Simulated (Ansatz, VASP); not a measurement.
## Two plane-wave programs on Si15Au

The input INCAR:

```
SYSTEM = Si15Au
ALGO = Normal
EDIFF = 1E-6
ENCUT = 520
GGA = PS
ISIF = 2
ISMEAR = 0
ISPIN = 2
LASPH = .TRUE.
LCHARG = .FALSE.
LMAXMIX = 4
LORBIT = 11
LREAL = Auto
LWAVE = .FALSE.
MAGMOM = 0 0 0 0 0 0 0 0 0 0 0 0 0 0 0 0
NBANDS = 54
NELM = 150
PREC = Accurate
SIGMA = 0.05
```

The input KPOINTS:

```
k-points
0
G
  3 3 3
  0 0 0
```

POSCAR

```
Si15Au
1.0
    0.0000000000      5.4370000000      5.4370000000
    5.4370000000      0.0000000000      5.4370000000
    5.4370000000      5.4370000000      0.0000000000
Au Si
1 15
Direct
    0.0000000000      1.0000000000      1.0000000000
    0.9995262951      0.9995262951      0.5004737049
    0.9995262951      0.5004737049      0.9995262951
    0.9995262951      0.5004737049      0.5004737049
    0.5004737049      0.9995262951      0.9995262951
    0.5004737049      0.9995262951      0.5004737049
    0.5004737049      0.5004737049      0.9995262951
    0.5000000000      0.5000000000      0.5000000000
    0.1276309320      0.1276309320      0.1276309320
    0.1276309320      0.1276309320      0.6171072039
    0.1276309320      0.6171072039      0.1276309320
    0.1257507541      0.6247497486      0.6247497486
    0.6171072039      0.1276309320      0.1276309320
    0.6247497486      0.1257507541      0.6247497486
    0.6247497486      0.6247497486      0.1257507541
    0.6247497486      0.6247497486      0.6247497486
```

Input for Ansatz:

```yaml
crystal:
  lattice:
    - [0.0, 5.437, 5.437]
    - [5.437, 0.0, 5.437]
    - [5.437, 5.437, 0.0]
  atoms:
    - { symbol: Au, position: [0.0, 1.0, 1.0], spin: 1.5 }
    - { symbol: Si, position: [0.9995262951, 0.9995262951, 0.5004737049] }
    - { symbol: Si, position: [0.9995262951, 0.5004737049, 0.9995262951] }
    - { symbol: Si, position: [0.9995262951, 0.5004737049, 0.5004737049] }
    - { symbol: Si, position: [0.5004737049, 0.9995262951, 0.9995262951] }
    - { symbol: Si, position: [0.5004737049, 0.9995262951, 0.5004737049] }
    - { symbol: Si, position: [0.5004737049, 0.5004737049, 0.9995262951] }
    - { symbol: Si, position: [0.5, 0.5, 0.5] }
    - { symbol: Si, position: [0.127630932, 0.127630932, 0.127630932] }
    - { symbol: Si, position: [0.127630932, 0.127630932, 0.6171072039] }
    - { symbol: Si, position: [0.127630932, 0.6171072039, 0.127630932] }
    - { symbol: Si, position: [0.1257507541, 0.6247497486, 0.6247497486] }
    - { symbol: Si, position: [0.6171072039, 0.127630932, 0.127630932] }
    - { symbol: Si, position: [0.6247497486, 0.1257507541, 0.6247497486] }
    - { symbol: Si, position: [0.6247497486, 0.6247497486, 0.1257507541] }
    - { symbol: Si, position: [0.6247497486, 0.6247497486, 0.6247497486] }
basis:
  ecutwfc: 420
  ecutrho_ratio: 4
kpoints:
  mp_grid: { grid: [3, 3, 3] }
hamiltonian:
  xc: pbesol
scf:
  occupations: { method: gaussian, width: 0.05 }
  lower_state_search: "off"
  max_iter: 150
output:
  forces: true
  stress: true
  eigenvalues: true
  populations: true
  hubbard: { sites: [{ site: 0, l: d }] }
magnetization:
  spin_polarized: true
  initial_magnetization: 1.5
  spin_locking: { lock_magnetization: soft, n_iters: 12 }
```

Alike in both runs: task single point; functional PBEsol; k mesh 3 × 3 × 3; occupations gaussian, width 0.05 eV; collinear spin.

|  | VASP | Ansatz |
| --- | --- | --- |
| version | VASP 6.6.1 | Ansatz 0.2.0 |
| potentials or method | VASP PAW PBE potentials, release 64 (Au, Si), cutoff 520 eV | scalar-relativistic, plane waves, PAW |
| valence electrons in the cell | 71 | 79 |

|  | VASP | Ansatz | Ansatz less VASP |
| --- | --- | --- | --- |
| gap on the k mesh at the Fermi level (eV) | none | none | - |
| pressure (GPa) | 0.5 | 0.4 | -0.07 |
| rms of the force components (eV/Å) | 0.045 | 0.043 | -0.0017 |

VASP's potentials were made for PBE, not for PBEsol. Atom by atom the forces differ by 0.002 eV/Å (rms over components). A gap of «none» marks a metal or a gap that the smearing closes. VASP's potentials hold 71 valence electrons a cell and Ansatz's 79, so a difference there can come from the potentials and not from the codes. Ansatz's warnings: seeded moment not kept, stress scf threshold loose.

Neither program's run includes spin-orbit coupling.
